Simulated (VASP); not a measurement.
Runs of VASP 6.6.1 on GaN. The structure is that of space group F-43m (No. 216), or close to it. The cells are those of the table. 

```tsv
cell	cutoff (eV)	gap on the mesh (eV)	pressure (GPa)
a = 3.184 Å, angles 60.0°, 2 atoms	600	1.74	5.5
a = 3.279 Å, angles 60.0°, 2 atoms	600	(a)	-8.8
a = 3.248 Å, angles 60.0°, 2 atoms	600	1.36	-4.8
a = 3.082 Å, angles 60.0°, 2 atoms	600	2.37	28.8
a = 3.117 Å, angles 60.0°, 2 atoms	520	2.16	19.9
a = 3.320 Å, angles 60.0°, 2 atoms	600	(c)	(b)
```

Alike in all rows: task single point; level PBE; potentials or basis VASP PAW PBE potentials, release 64 (Ga_d, N); no spin polarisation; k mesh 10 × 10 × 10; smearing gaussian 0.02 eV.

**Question.** Estimate the missing entries.

**Answer.** (a) 1.17; (b) -13.2; (c) 0.94.

A k mesh can miss the band edges, and the runs leave out spin-orbit coupling on Ga.
